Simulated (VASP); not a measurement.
# Mg4HO8 (a cell with a defect) in VASP: a series of runs, part 3 of 3

VASP 6.6.1. Earlier steps stand in the parts before.

## Step 5: Single point, LDA

The input, INCAR:

```
  PREC = Accurate
  ENCUT = 520
  EDIFF = 1E-6
  ISMEAR = 0
  SIGMA = 0.05
  LREAL = F
  LASPH = T
  NELM = 80
  ALGO = Normal
  ISIF = 2
  LWAVE = F
  LCHARG = F
  NBANDS = 40
  NELECT = 56.0
```

The input, KPOINTS:

```
regular mesh
0
Gamma
  6 6 6
```

The input, POSCAR:

```
Mg4HO8
1.0
   -3.1159510607     -1.7989951837      3.4255732540
    3.1159510607     -1.7989951837      3.4255732540
    0.0000000000      3.5979903674      3.4255732540
Mg O H
4 8 1
Direct
    0.0000000000      0.0000000000      0.0000000000
    0.5000000000      0.5000000000      0.0000000000
    0.5000000000      0.0000000000      0.5000000000
    0.0000000000      0.5000000000      0.5000000000
    0.4294242759      0.4294242759      0.4294242759
    0.9294242759      0.9294242759      0.4294242759
    0.9294242759      0.4294242759      0.9294242759
    0.4294242759      0.9294242759      0.9294242759
    0.5705757241      0.5705757241      0.5705757241
    0.0705757241      0.0705757241      0.5705757241
    0.0705757241      0.5705757241      0.0705757241
    0.5705757241      0.0705757241      0.0705757241
    1.0833540658      1.4583540658     -0.0416459342
```

Potentials or basis: VASP PAW LDA potentials, release 64 (Mg, O, H).

Run with:

```sh
> cat potpaw_LDA.64/Mg/POTCAR potpaw_LDA.64/O/POTCAR potpaw_LDA.64/H/POTCAR > POTCAR
> mpirun -np 1 vasp_std > vasp.out
```

OUTCAR:

```text
PREC = Accurate
   ENCUT = 520
   EDIFF = 1E-6
   ISMEAR = 0
   LREAL = F
   LASPH = T
   NELM = 80
   ISIF = 2
   NELECT = 56.0

 ion  position               nearest neighbor table
   1  0.000  0.000  0.000-   7 2.05   8 2.05  11 2.05  12 2.05   6 2.05  10 2.05   2 3.12   2 3.12
                             3 3.12   4 3.12   4 3.12   3 3.12
   2  0.500  0.500  0.000-   7 2.05   8 2.05  11 2.05  12 2.05   5 2.05   9 2.05  13 2.18   1 3.12
                             1 3.12   3 3.12   3 3.12   4 3.12   4 3.12
   3  0.500  0.000  0.500-   5 2.05   6 2.05   9 2.05  10 2.05   8 2.05  12 2.05   4 3.12   4 3.12
                             2 3.12   1 3.12   1 3.12   2 3.12
   4  0.000  0.500  0.500-   5 2.05   6 2.05   9 2.05  10 2.05   7 2.05  11 2.05   3 3.12   3 3.12
                             1 3.12   1 3.12   2 3.12   2 3.12
   5  0.429  0.429  0.429-   9 1.45   4 2.05   3 2.05   2 2.05
   6  0.929  0.929  0.429-  10 1.45   4 2.05   3 2.05   1 2.05
   7  0.929  0.429  0.929-  13 0.85  11 1.45   1 2.05   2 2.05   4 2.05
   8  0.429  0.929  0.929-  12 1.45   2 2.05   1 2.05   3 2.05
   9  0.571  0.571  0.571-   5 1.45   4 2.05   3 2.05   2 2.05
  10  0.071  0.071  0.571-   6 1.45   4 2.05   3 2.05   1 2.05
  11  0.071  0.571  0.071-  13 0.85   7 1.45   1 2.05   2 2.05   4 2.05
  12  0.571  0.071  0.071-   8 1.45   2 2.05   1 2.05   3 2.05
  13  0.083  0.458  0.958-  11 0.85   7 0.85   2 2.18

  LATTYP: Found a trigonal (rhomboedric) cell.
 ALAT       =     4.9679056757
 COS(alpha) =     0.2131996058

  Lattice vectors:

 A1 = (  -3.1159510607,  -1.7989951837,   3.4255732540)
 A2 = (   3.1159510607,  -1.7989951837,   3.4255732540)
 A3 = (   0.0000000000,   3.5979903674,   3.4255732540)

Analysis of symmetry for initial positions (statically):
=====================================================================
 Subroutine PRICEL returns:
 Original cell was already a primitive cell.

 Routine SETGRP: Setting up the symmetry group for a
 trigonal (rhombohedral) supercell.

 Subroutine GETGRP returns: Found  2 space group operations
 (whereof  1 operations were pure point group operations)
 out of a pool of 12 trial point group operations.

The static configuration has the point symmetry C_1 .
 The point group associated with its full space group is C_1h.

Analysis of symmetry for dynamics (positions and initial velocities):
=====================================================================
 Subroutine PRICEL returns:
 Original cell was already a primitive cell.

 Routine SETGRP: Setting up the symmetry group for a
 trigonal (rhombohedral) supercell.

 Subroutine GETGRP returns: Found  2 space group operations
 (whereof  1 operations were pure point group operations)
 out of a pool of 12 trial point group operations.

The dynamic configuration has the point symmetry C_1 .
 The point group associated with its full space group is C_1h.

 Subroutine INISYM returns: Found  2 space group operations
 (whereof  1 operations are pure point group operations),
 and found     1 'primitive' translations

----------------------------------------------------------------------------------------

                                     Primitive cell

  volume of cell :     115.2140

[... 92 lines left out ...]
   k-points           NKPTS =     68   k-points in BZ     NKDIM =     68   number of bands    NBANDS=     40
   number of dos      NEDOS =    301   number of ions     NIONS =     13
   total plane-waves  NPLWV =  64000
   dimension x,y,z NGX =    40 NGY =   40 NGZ =   40
   dimension x,y,z NGXF=    80 NGYF=   80 NGZF=   80
   ions per type =               4   8   1
   NGX,Y,Z   is equivalent  to a cutoff of  13.39, 13.39, 13.39 a.u.
   NGXF,Y,Z  is equivalent  to a cutoff of  26.77, 26.77, 26.77 a.u.
 SYSTEM =  unknown system
   PREC   = accura    normal or accurate (medium, high low for compatibility)
   ISTART =      0    job   : 0-new  1-cont  2-samecut
   ICHARG =      2    charge: 1-file 2-atom 10-const
   ISPIN  =      1    spin polarized calculation?
   LNONCOLLINEAR =      F non collinear calculations
   LSORBIT =      F    spin-orbit coupling
   LASPH  =      T    aspherical Exc in radial PAW
   ENCUT  =  520.0 eV  38.22 Ry    6.18 a.u.   9.24  9.24  9.24*2*pi/ulx,y,z
   NELM   =     80;   NELMIN=  2; NELMDL= -5     # of ELM steps
   EDIFF  = 0.1E-05   stopping-criterion for ELM
   LREAL  =      F    real-space projection
   EDIFFG = 0.1E-04   stopping-criterion for IOM
   NSW    =      0    number of steps for IOM
   IBRION =     -1    ionic relax: 0-MD 1-quasi-New 2-CG
   NFREE  =      0    steps in history (QN), initial steepest desc. (CG)
   ISIF   =      2    stress and relaxation
   ISYM   =      2    0-nonsym 1-usesym 2-fastsym
   POTIM  = 0.5000    time-step for ionic-motion
   TEBEG  =    0.0;   TEEND  =   0.0 temperature during run
   PSTRESS=    0.0 pullay stress
   NELECT =      56.0000    total number of electrons
   NUPDOWN=      -1.0000    fix difference up-down
   EMIN   =  10.00;   EMAX   =-10.00  energy-range for DOS
   EFERMI =   0.00;   METHOD = LEGACY
   ISMEAR =     0;   SIGMA  =   0.05  broadening in eV -4-tet -1-fermi 0-gaus
   EFERMI_NEDOS =   21; number of points for ismear=-14 and -15
   IALGO  =     38    algorithm
   IMIX   =      4    mixing-type and parameters
     AMIX     =   0.40;   BMIX     =  1.00
     AMIX_MAG =   1.60;   BMIX_MAG =  1.00
  volume/ion in A,a.u.               =       8.86        59.81
  Fermi-wavevector in a.u.,A,eV,Ry     =   1.287170  2.432398 22.542210  1.656806
  Thomas-Fermi vector in A             =   2.419200
   LORBIT       =      0    0 simple, 1 ext, 2 COOP (PROOUT), +10 PAW based schemes
   GGA     = CA    functional components
   LHFCALC =     F    Hartree Fock is set to
   AEXX    =    0.0000 exact exchange contribution
   IVDW    =     0    specifies the selected vdW correction
   LEPSILON=     F    determine dielectric tensor
   LRPA    =     F    only Hartree local field effects (RPA)
 non-spin polarized calculation
 Gauss-broadening in eV      SIGMA  =   0.05
  energy-cutoff  :      520.00
  volume of cell :      115.21
 maximum number of plane-waves:      3126
 NGX is ok and might be reduce to    40
   NGX = 19   NGY = 19   NGZ = 19

 number of electron      55.9999981 magnetization

 Free energy of the ion-electron system (eV)
  ---------------------------------------------------
  ext. energy  EPLUGINS =         0.00000000
  ---------------------------------------------------
  free energy    TOTEN  =       -75.09966888 eV

  energy without entropy =      -75.09966888  energy(sigma->0) =      -75.09966888

 E-fermi :   3.5397     XC(G=0): -11.1326

 val. band max:        3.3402641968   @ k =   0.0000   0.0000   0.0000
 cond. band min:       3.9941776644   @ k =   0.5000   0.5000   0.5000
 fundamental gap:      0.6539134675
 Fermi energy:         3.5396596605

 k-point     1 :       0.0000    0.0000    0.0000
  band No.  band energies     occupation
      1     -25.1088      2.00000
      2     -18.1232      2.00000
      3     -17.6091      2.00000
      4     -17.5738      2.00000
      5     -13.9235      2.00000
      6     -11.5573      2.00000
[... 1021 lines left out ...]
     39      13.9106      0.00000
     40      14.1606      0.00000

 [... further k-points ...]
[... 5 lines left out ...]
  --------------------------------------------------------------------------------------
  -------------------------------------------------------------------------------------
  Total       -0.5345643     -4.8998638     22.8621146      3.7804603     -0.2959351     -0.5125744
  in kB       -7.4337062    -68.1380112    317.9229221     52.5714702     -4.1153041     -7.1279131
  external PRESSURE =      80.7837349 kB  Pullay stress =       0.0000000 kB

 VOLUME and BASIS-vectors are now :
 -----------------------------------------------------------------------------
  energy-cutoff  :      520.00
  volume of cell :      115.21
      direct lattice vectors                 reciprocal lattice vectors
    -3.115951061 -1.798995184  3.425573254    -0.160464651 -0.092644310  0.097307314
     3.115951061 -1.798995184  3.425573254     0.160464651 -0.092644310  0.097307314
     0.000000000  3.597990367  3.425573254     0.000000000  0.185288619  0.097307314

 POSITION                                       TOTAL-FORCE (eV/Angst)
 -----------------------------------------------------------------------------------
      0.00000      0.00000      0.00000        -0.109402      0.300283     -0.267283
      0.00000     -1.79900      3.42557        -0.442513     -0.255485      0.609454
     -1.55798      0.89950      3.42557        -0.061231     -0.035352     -0.002277
      1.55798      0.89950      3.42557         0.205352     -0.244887     -0.267283
      0.00000      0.00000      4.41307         0.073471      0.056972     -0.226195
      0.00000     -1.79900      7.83865         0.023379      0.013498     -0.099699
     -1.55798      0.89950      7.83865         8.903017      5.140159    -20.123289
      1.55798      0.89950      7.83865         0.086075      0.035141     -0.226195
      0.00000      0.00000      5.86365         0.043616      0.087009      0.141464
      0.00000      1.79900      2.43807         0.038114      0.022005      0.266060
      1.55798     -0.89950      2.43807         9.055775      5.228354     20.126416
     -1.55798     -0.89950      2.43807         0.097160     -0.005732      0.141464
      1.16848      2.47362      5.13857       -17.912813    -10.341968     -0.072636
 -----------------------------------------------------------------------------------
    total drift:                                0.000236      0.000136     -0.000428

  FREE ENERGIE OF THE ION-ELECTRON SYSTEM (eV)
  ---------------------------------------------------
  free  energy   TOTEN  =       -75.0996688834 eV

  energy  without entropy=      -75.0996688833  energy(sigma->0) =      -75.09966888
```

Run time: 5 min. Hardware: 1 thread of Oxide Virtual Turin-like, shared host; peak memory 0.33 GiB.

Results:

| Item | Value |
| --- | --- |
| Free energy | -75.0997 eV |
| Largest force | 22.681 eV/Å |

Forces on the atoms (eV/Å):
```
Mg   -0.109   0.300  -0.267
Mg   -0.443  -0.255   0.609
Mg   -0.061  -0.035  -0.002
Mg    0.205  -0.245  -0.267
O     0.073   0.057  -0.226
O     0.023   0.013  -0.100
O     8.903   5.140 -20.123
O     0.086   0.035  -0.226
O     0.044   0.087   0.141
O     0.038   0.022   0.266
O     9.056   5.228  20.126
O     0.097  -0.006   0.141
H   -17.913 -10.342  -0.073
```

Levels at points of the mesh, in eV from the Fermi level:
```
           k point  band 25  band 26  band 27  band 28  band 29  band 30  band 31  band 32
(0.00, 0.00, 0.00)    -1.44    -0.49    -0.48    -0.20     0.70     3.76     3.77     4.21
(0.50, 0.00, 0.00)    -1.08    -1.08    -0.67    -0.50     0.96     3.89     4.09     4.26
(0.00, 0.50, 0.00)    -1.21    -1.08    -0.65    -0.47     0.96     3.90     4.10     4.23
(0.50, 0.50, 0.00)    -1.19    -1.12    -0.97    -0.66     0.92     3.58     4.14     4.61
(0.00, 0.50, 0.50)    -1.16    -1.04    -1.00    -0.68     0.91     3.58     4.14     4.60
(0.50, 0.50, 0.50)    -1.31    -1.31    -0.28    -0.23     0.45     3.26     4.24     4.36
```

Caveat: the cell carries a net charge on a neutralising background, which shifts energy and pressure; the cell is charged against a uniform background, so pressure and absolute levels hang on convention.
